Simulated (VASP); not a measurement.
# GeS (Pnma) in VASP: settings compared, part 2 of 2

VASP 6.6.1. Earlier steps stand in the parts before.

## (3) Single point, PBEsol

This run uses another cell than the first one, of 19.56 Å³/atom.

Input file INCAR:

```
PREC = Accurate
ENCUT = 500
EDIFF = 1E-6
ISMEAR = -1
SIGMA = 0.02
LREAL = False
LASPH = True
NELM = 120
ALGO = Normal
ISIF = 2
LWAVE = False
LCHARG = False
GGA = PS
NBANDS = 50
GGA_COMPAT = False
```

Input file KPOINTS:

```
Automatic mesh
0
Gamma
  4 8 6
```

Input file POSCAR:

```
GeS
1.0
   10.2938570950      0.0000000000      0.0000000000
    0.0000000000      3.6644885383      0.0000000000
    0.0000000000      0.0000000000      4.1488089341
Ge S
4 4
Direct
    0.1193663417      0.2500000000      0.1201432678
    0.3806336583      0.7500000000      0.6201432678
    0.6193663417      0.2500000000      0.3798567322
    0.8806336583      0.7500000000      0.8798567322
    0.8523730048      0.2500000000      0.4947650996
    0.6476269952      0.7500000000     -0.0052349004
    0.3523730048      0.2500000000      1.0052349004
    0.1476269952      0.7500000000      0.5052349004
```

Potentials or basis: VASP PAW PBE potentials, release 64 (Ge_d, S).

Started as:

```sh
cat potpaw_PBE.64/Ge_d/POTCAR potpaw_PBE.64/S/POTCAR > POTCAR
mpirun -np 1 vasp_std > vasp.out
```

OUTCAR:

```text
PREC = Accurate
   ENCUT = 500
   EDIFF = 1E-6
   ISMEAR = -1
   LREAL = False
   LASPH = True
   NELM = 120
   ISIF = 2
   GGA = PS

 ion  position               nearest neighbor table
   1  0.119  0.250  0.120-   7 2.45   8 2.45   8 2.45
   2  0.381  0.750  0.620-   8 2.45   7 2.45   7 2.45
   3  0.619  0.250  0.380-   5 2.45   6 2.45   6 2.45
   4  0.881  0.750  0.880-   6 2.45   5 2.45   5 2.45
   5  0.852  0.250  0.495-   3 2.45   4 2.45   4 2.45
   6  0.648  0.750  0.995-   4 2.45   3 2.45   3 2.45
   7  0.352  0.250  0.005-   1 2.45   2 2.45   2 2.45
   8  0.148  0.750  0.505-   2 2.45   1 2.45   1 2.45

  LATTYP: Found a simple orthorhombic cell.
 ALAT       =     3.6644885383
 B/A-ratio  =     1.1321658918
 C/A-ratio  =     2.8090842658

  Lattice vectors:

 A1 = (   0.0000000000,   3.6644885383,   0.0000000000)
 A2 = (   0.0000000000,   0.0000000000,   4.1488089341)
 A3 = (  10.2938570950,   0.0000000000,   0.0000000000)

Analysis of symmetry for initial positions (statically):
=====================================================================
 Subroutine PRICEL returns:
 Original cell was already a primitive cell.

 Routine SETGRP: Setting up the symmetry group for a
 simple orthorhombic supercell.

 Subroutine GETGRP returns: Found  8 space group operations
 (whereof  2 operations were pure point group operations)
 out of a pool of  8 trial point group operations.

The static configuration has the point symmetry S_2 .
 The point group associated with its full space group is D_2h.

Analysis of symmetry for dynamics (positions and initial velocities):
=====================================================================
 Subroutine PRICEL returns:
 Original cell was already a primitive cell.

 Routine SETGRP: Setting up the symmetry group for a
 simple orthorhombic supercell.

 Subroutine GETGRP returns: Found  8 space group operations
 (whereof  2 operations were pure point group operations)
 out of a pool of  8 trial point group operations.

The dynamic configuration has the point symmetry S_2 .
 The point group associated with its full space group is D_2h.

 Subroutine INISYM returns: Found  8 space group operations
 (whereof  2 operations are pure point group operations),
 and found     1 'primitive' translations

----------------------------------------------------------------------------------------

                                     Primitive cell

  volume of cell :     156.5002

  direct lattice vectors                    reciprocal lattice vectors
    10.293857095  0.000000000  0.000000000     0.097145316  0.000000000  0.000000000
     0.000000000  3.664488538  0.000000000     0.000000000  0.272889379  0.000000000
     0.000000000  0.000000000  4.148808934     0.000000000  0.000000000  0.241033033

  length of vectors
    10.293857095  3.664488538  4.148808934     0.097145316  0.272889379  0.241033033

  position of ions in fractional coordinates (direct lattice)
     0.119366342  0.250000000  0.120143268
     0.380633658  0.750000000  0.620143268
     0.619366342  0.250000000  0.379856732
     0.880633658  0.750000000  0.879856732
     0.852373005  0.250000000  0.494765100
     0.647626995  0.750000000  0.994765100
[... 45 lines left out ...]
  0.000000  0.125000  0.000000      2.000000
  0.250000  0.125000  0.000000      4.000000
  0.500000  0.125000  0.000000      2.000000
[... 16 lines left out ...]
  0.250000  0.250000  0.166667      8.000000
  0.500000  0.250000  0.166667      4.000000
 [... further k-points ...]
   k-points           NKPTS =     60   k-points in BZ     NKDIM =     60   number of bands    NBANDS=     50
   number of dos      NEDOS =    301   number of ions     NIONS =      8
   total plane-waves  NPLWV =  67200
   dimension x,y,z NGX =    80 NGY =   28 NGZ =   30
   dimension x,y,z NGXF=   160 NGYF=   56 NGZF=   60
   ions per type =               4   4
   NGX,Y,Z   is equivalent  to a cutoff of  12.92, 12.70, 12.02 a.u.
   NGXF,Y,Z  is equivalent  to a cutoff of  25.84, 25.41, 24.04 a.u.
 SYSTEM =  unknown system
   PREC   = accura    normal or accurate (medium, high low for compatibility)
   ISTART =      0    job   : 0-new  1-cont  2-samecut
   ICHARG =      2    charge: 1-file 2-atom 10-const
   ISPIN  =      1    spin polarized calculation?
   LNONCOLLINEAR =      F non collinear calculations
   LSORBIT =      F    spin-orbit coupling
   LASPH  =      T    aspherical Exc in radial PAW
   ENCUT  =  500.0 eV  36.75 Ry    6.06 a.u.  18.77  6.68  7.56*2*pi/ulx,y,z
   NELM   =    120;   NELMIN=  2; NELMDL= -5     # of ELM steps
   EDIFF  = 0.1E-05   stopping-criterion for ELM
   LREAL  =      F    real-space projection
   EDIFFG = 0.1E-04   stopping-criterion for IOM
   NSW    =      0    number of steps for IOM
   IBRION =     -1    ionic relax: 0-MD 1-quasi-New 2-CG
   NFREE  =      0    steps in history (QN), initial steepest desc. (CG)
   ISIF   =      2    stress and relaxation
   ISYM   =      2    0-nonsym 1-usesym 2-fastsym
   POTIM  = 0.5000    time-step for ionic-motion
   TEBEG  =    0.0;   TEEND  =   0.0 temperature during run
   PSTRESS=    0.0 pullay stress
   NELECT =      80.0000    total number of electrons
   NUPDOWN=      -1.0000    fix difference up-down
   EMIN   =  10.00;   EMAX   =-10.00  energy-range for DOS
   EFERMI =   0.00;   METHOD = LEGACY
   ISMEAR =    -1;   SIGMA  =   0.02  broadening in eV -4-tet -1-fermi 0-gaus
   EFERMI_NEDOS =   21; number of points for ismear=-14 and -15
   IALGO  =     38    algorithm
   IMIX   =      4    mixing-type and parameters
     AMIX     =   0.40;   BMIX     =  1.00
     AMIX_MAG =   1.60;   BMIX_MAG =  1.00
  volume/ion in A,a.u.               =      19.56       132.01
  Fermi-wavevector in a.u.,A,eV,Ry     =   1.308981  2.473614 23.312630  1.713430
  Thomas-Fermi vector in A             =   2.439610
   LORBIT       =      0    0 simple, 1 ext, 2 COOP (PROOUT), +10 PAW based schemes
   GGA     = PS    functional components
   LHFCALC =     F    Hartree Fock is set to
   AEXX    =    0.0000 exact exchange contribution
   IVDW    =     0    specifies the selected vdW correction
   LEPSILON=     F    determine dielectric tensor
   LRPA    =     F    only Hartree local field effects (RPA)
 non-spin polarized calculation
  energy-cutoff  :      500.00
  volume of cell :      156.50
 maximum number of plane-waves:      3996
 NGX is ok and might be reduce to    80
   NGX = 37   NGY = 13   NGZ = 15

 number of electron      80.0000052 magnetization

 Free energy of the ion-electron system (eV)
  ---------------------------------------------------
  ext. energy  EPLUGINS =         0.00000000
  ---------------------------------------------------
  free energy    TOTEN  =       -39.67373099 eV

  energy without entropy =      -39.67373099  energy(sigma->0) =      -39.67373099

 E-fermi :   5.8722     XC(G=0): -10.5681

 val. band max:        5.4752930034   @ k =   0.0000   0.0000   0.3333
 cond. band min:       6.3037739629   @ k =   0.0000   0.0000   0.0000
 fundamental gap:      0.8284809595
 Fermi energy:         5.8721619314

 k-point     1 :       0.0000    0.0000    0.0000
  band No.  band energies     occupation
      1     -18.9537      2.00000
      2     -18.9481      2.00000
      3     -18.9451      2.00000
      4     -18.9421      2.00000
      5     -18.9416      2.00000
      6     -18.9399      2.00000
[... 1261 lines left out ...]
     49      10.1789      0.00000
     50      10.1791      0.00000

 [... further k-points ...]

------------------------ aborting loop because EDIFF is reached ----------------------------------------

  FORCE on cell =-STRESS in cart. coord.  units (eV):
  Direction    XX          YY          ZZ          XY          YZ          ZX
  --------------------------------------------------------------------------------------
  -------------------------------------------------------------------------------------
  Total       -0.0671039     -0.1175230     -0.0409630      0.0000000      0.0000000      0.0000000
  in kB       -0.6869785     -1.2031462     -0.4193608      0.0000000      0.0000000      0.0000000
  external PRESSURE =      -0.7698285 kB  Pullay stress =       0.0000000 kB

 VOLUME and BASIS-vectors are now :
 -----------------------------------------------------------------------------
  energy-cutoff  :      500.00
  volume of cell :      156.50
      direct lattice vectors                 reciprocal lattice vectors
    10.293857095  0.000000000  0.000000000     0.097145316  0.000000000  0.000000000
     0.000000000  3.664488538  0.000000000     0.000000000  0.272889379  0.000000000
     0.000000000  0.000000000  4.148808934     0.000000000  0.000000000  0.241033033

 POSITION                                       TOTAL-FORCE (eV/Angst)
 -----------------------------------------------------------------------------------
      1.22874      0.91612      0.49845        -0.002535      0.000000     -0.007594
      3.91819      2.74837      2.57286         0.002535     -0.000000     -0.007594
      6.37567      0.91612      1.57595        -0.002535      0.000000      0.007594
      9.06512      2.74837      3.65036         0.002535      0.000000      0.007594
      8.77421      0.91612      2.05269        -0.000339     -0.000000     -0.003689
      6.66658      2.74837      4.12709         0.000339     -0.000000     -0.003689
      3.62728      0.91612      0.02172        -0.000339      0.000000      0.003689
      1.51965      2.74837      2.09612         0.000339     -0.000000      0.003689
 -----------------------------------------------------------------------------------
    total drift:                               -0.000000      0.000000      0.000000

  FREE ENERGIE OF THE ION-ELECTRON SYSTEM (eV)
  ---------------------------------------------------
  free  energy   TOTEN  =       -39.6737309912 eV

  energy  without entropy=      -39.6737309912  energy(sigma->0) =      -39.67373099
```

Run time: 2.3 min. Hardware: 1 thread of Intel Xeon 6975P-C (Granite Rapids), shared host; peak memory 0.45 GiB.

What came out:

| Property | Result |
| --- | --- |
| Free energy | -39.6737 eV |
| Pressure | -0.1 GPa |
| Largest force | 0.008 eV/Å |
| Band gap on the k mesh | 0.83 eV (least direct gap 1.06 eV) |

Forces in eV/Å, atoms in the order of the input:
```
Ge  -0.003  0.000 -0.008
Ge   0.003  0.000 -0.008
Ge  -0.003  0.000  0.008
Ge   0.003  0.000  0.008
S    0.000  0.000 -0.004
S    0.000  0.000 -0.004
S    0.000  0.000  0.004
S    0.000  0.000  0.004
```

Levels at points of the mesh, in eV from the valence-band top:
```
           k point  band 36  band 37  band 38  band 39  band 40  band 41  band 42  band 43  band 44  band 45
(0.00, 0.00, 0.00)    -2.16    -1.76    -1.01    -0.93    -0.23     0.83     2.59     2.74     3.02     3.14
(0.50, 0.00, 0.00)    -2.36    -2.08    -2.08    -0.51    -0.51     2.33     2.33     2.65     2.65     4.00
(0.00, 0.50, 0.00)    -2.28    -1.36    -1.36    -1.13    -1.13     1.28     1.28     1.59     1.59     2.00
(0.50, 0.50, 0.00)    -2.62    -1.49    -1.49    -1.49    -1.49     1.73     1.73     1.73     1.73     2.38
(0.00, 0.00, 0.50)    -1.67    -0.95    -0.95    -0.24    -0.24     1.52     1.52     2.27     2.27     2.47
(0.50, 0.00, 0.50)    -2.29    -0.70    -0.70    -0.26    -0.26     1.44     1.44     2.34     2.34     2.36
(0.00, 0.50, 0.50)    -3.72    -2.52    -2.52    -1.61    -1.61     3.08     3.08     3.38     3.38     5.00
(0.50, 0.50, 0.50)    -4.45    -1.62    -1.62    -1.62    -1.62     2.67     2.67     2.67     2.67     5.10
```

Caveat: the PAW data sets were made with another functional, which shifts forces and pressure a little.
